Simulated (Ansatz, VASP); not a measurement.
# Two plane-wave programs on TaBiO

File INCAR:

```
SYSTEM = TaBiO
PREC = Accurate
ENCUT = 520
EDIFF = 1E-7
ISMEAR = 0
SIGMA = 0.1
LREAL = .False.
LASPH = .True.
NELM = 150
ALGO = Normal
ISIF = 2
LWAVE = .False.
LCHARG = .False.
ISPIN = 2
MAGMOM = 1 1 0 0 0 0
LORBIT = 11
LMAXMIX = 4
GGA = PE
NBANDS = 45
```

File KPOINTS:

```
Automatic mesh
0
Gamma
  6 6 2
  0 0 0
```

The input POSCAR:

```
TaBiO
1.0
    3.0695393228      0.0000000000      0.0000000000
    0.0000000000      3.0695393228      0.0000000000
    0.0000000000      0.0000000000     11.4283198923
Ta Bi O
2 2 2
Direct
    0.0000000000      0.5000000000      0.6318136026
    0.5000000000      0.0000000000      0.3681863974
    0.5000000000      0.0000000000      0.8367329925
    0.0000000000      0.5000000000      0.1632670075
    0.0000000000      0.5000000000      0.4415314142
    0.5000000000      0.0000000000      0.5584685858
```

Input for Ansatz:

```yaml
crystal:
  lattice:
    - [3.0695393228, 0.0, 0.0]
    - [0.0, 3.0695393228, 0.0]
    - [0.0, 0.0, 11.4283198923]
  atoms:
    - { symbol: Ta, position: [0.0, 0.5, 0.6318136026], spin: 1.0 }
    - { symbol: Ta, position: [0.5, 0.0, 0.3681863974], spin: 1.0 }
    - { symbol: Bi, position: [0.5, 0.0, 0.8367329925] }
    - { symbol: Bi, position: [0.0, 0.5, 0.1632670075] }
    - { symbol: O, position: [0.0, 0.5, 0.4415314142] }
    - { symbol: O, position: [0.5, 0.0, 0.5584685858] }
basis:
  ecutwfc: 420
kpoints:
  mp_grid: { grid: [6, 6, 2] }
hamiltonian:
  xc: pbe
scf:
  occupations: { method: gaussian, width: 0.1 }
  lower_state_search: "off"
output:
  forces: true
  stress: true
  eigenvalues: true
  populations: true
magnetization:
  spin_polarized: true
```

Change from the starting cell: species swapped into the TaMoN type (P4/nmm, No. 129).

Alike in both runs: task single point; functional PBE; k mesh 6 × 6 × 2; occupations gaussian, width 0.1 eV; collinear spin.

```csv
,VASP,Ansatz
version,VASP 6.6.1,Ansatz 0.2.0
potentials or method,"VASP PAW PBE potentials, release 64 (Ta_pv, Bi_d, O), cutoff 520 eV","scalar-relativistic, plane waves, PAW"
valence electrons in the cell,64,68
```

VASP gave:

* gap on the k mesh at the Fermi level (eV): none
* pressure (GPa): 0.1
* traceless stress, the component that is largest in VASP (GPa): 0.07
* rms of the force components (eV/Å): 0.015
* net moment per atom (μB): 0.00

Problem. Which values does Ansatz return?

Solution. gap on the k mesh at the Fermi level (eV): none; pressure (GPa): 0.0; traceless stress, the component that is largest in VASP (GPa): 0.02; rms of the force components (eV/Å): 0.006; net moment per atom (μB): 0.00.

Atom by atom the forces differ by 0.014 eV/Å (rms over components). A gap of «none» marks a metal or a gap that the smearing closes. VASP's potentials hold 64 valence electrons a cell and Ansatz's 68, so a difference there can come from the potentials and not from the codes. Ansatz's warnings: seeded moment not kept.

Neither program's run includes spin-orbit coupling.
